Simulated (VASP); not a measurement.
A run of VASP 6.6.1 is set up as follows.

Contents of POSCAR:

```
HfN
1.0
    3.1443010832      0.0000000000      0.0000000000
   -1.5721505416      2.7230446152      0.0000000000
    0.0000000000      0.0000000000      5.3438662950
Hf N
2 2
Direct
    0.6666666667      0.3333333333      0.7500000000
    0.3333333333      0.6666666667      0.2500000000
    0.0000000000      0.0000000000      0.0000000000
    0.0000000000      0.0000000000      0.5000000000
```

File INCAR.step1:

```
SYSTEM = HfN
PREC = Accurate
ENCUT = 520
ISMEAR = 0
SIGMA = 0.15
LREAL = .FALSE.
LASPH = .TRUE.
NELM = 60
NBANDS = 23
GGA = PE
ALGO = Normal
EDIFF = 1E-4
LWAVE = .TRUE.
LCHARG = .FALSE.
```

The input INCAR.step2:

```
SYSTEM = HfN
PREC = Accurate
ENCUT = 520
EDIFF = 1E-6
ISMEAR = 0
SIGMA = 0.15
LREAL = .FALSE.
LASPH = .TRUE.
NELM = 60
ALGO = Normal
ISIF = 2
LWAVE = .FALSE.
LCHARG = .TRUE.
METAGGA = R2SCAN
LMIXTAU = .TRUE.
LELF = .TRUE.
LVHAR = .TRUE.
NBANDS = 23
ISTART = 1
```

File KPOINTS:

```
Automatic mesh
0
G
  18 18 10
  0 0 0
```

Potentials or basis: VASP PAW PBE potentials, release 64 (Hf_pv, N).

Command:

```console
$ cat potpaw_PBE.64/Hf_pv/POTCAR potpaw_PBE.64/N/POTCAR > POTCAR
$ cp INCAR.step1 INCAR
$ mpirun -np 1 vasp_std > vasp.out
$ cp INCAR.step2 INCAR
$ mpirun -np 1 vasp_std > vasp.out
```

(1) Predict the pressure.

(2) Estimate the band gap on the k mesh.

Answers

(1) 1.7 GPa.

(2) zero (bands 15 and 16 overlap by 2.55 eV).

Caveat: the cell differs from its parent crystal (strain +0.000 along x and y, -0.015 along z); the stress differs along the axes, from -1 to 7 GPa; the PAW data sets were made with another functional, which shifts forces and pressure a little; spin-orbit coupling is left out, which moves the levels of the heavy elements.
